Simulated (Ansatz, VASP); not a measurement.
## InP in VASP and in Ansatz

File INCAR:

```
SYSTEM = InP
ALGO = Normal ; EDIFF = 1E-6
ENCUT = 520 ; GGA = PE
ISIF = 2 ; ISMEAR = 0
LASPH = .TRUE. ; LCHARG = .TRUE.
LELF = .TRUE. ; LREAL = .FALSE.
LVHAR = .TRUE. ; LWAVE = .FALSE.
NBANDS = 16 ; NELM = 80
PREC = Accurate ; SIGMA = 0.05
```

KPOINTS

```
k-points
0
G
  8 8 8
  0 0 0
```

POSCAR

```
InP
1.0
    0.0000000000      3.0184150000      2.9305000000
    2.9305000000      0.0000000000      2.9305000000
    2.9305000000      3.0184150000      0.0000000000
In P
1 1
Direct
    0.0000000000      0.0000000000      0.0000000000
    0.7500000000      0.7500000000      0.7500000000
```

Input for Ansatz:

```yaml
crystal:
  lattice:
    - [0.0, 3.018415, 2.9305]
    - [2.9305, 0.0, 2.9305]
    - [2.9305, 3.018415, 0.0]
  atoms:
    - { symbol: In, position: [0.0, 0.0, 0.0] }
    - { symbol: P, position: [0.75, 0.75, 0.75] }
basis:
  ecutwfc: 420
kpoints:
  mp_grid: { grid: [8, 8, 8] }
hamiltonian:
  xc: pbe
scf:
  occupations: { method: gaussian, width: 0.05 }
output:
  forces: true
  stress: true
  eigenvalues: true
```

Change from the starting cell: strain +0.0300 x Voigt [0, 1, 0, 0, 0, 0], atoms carried along.

Alike in both runs: task single point; functional PBE; k mesh 8 × 8 × 8; occupations gaussian, width 0.05 eV; no spin polarisation.

|  | VASP | Ansatz |
| --- | --- | --- |
| version | VASP 6.6.1 | Ansatz 0.2.0 |
| potentials or method | VASP PAW PBE potentials, release 64 (In_d, P), cutoff 520 eV | scalar-relativistic, plane waves, PAW |
| valence electrons in the cell | 18 | 18 |

|  | VASP | Ansatz | Ansatz less VASP |
| --- | --- | --- | --- |
| gap on the k mesh at the Fermi level (eV) | 0.50 | 0.50 | +0.003 |
| least direct gap on the mesh (eV) | 0.50 | 0.50 | +0.003 |
| pressure (GPa) | 1.2 | 1.2 | +0.05 |
| traceless stress, the component that is largest in VASP (GPa) | -0.85 | -0.85 | +0.001 |

With one functional, cell and mesh, what is left measures potentials, basis and numerics.
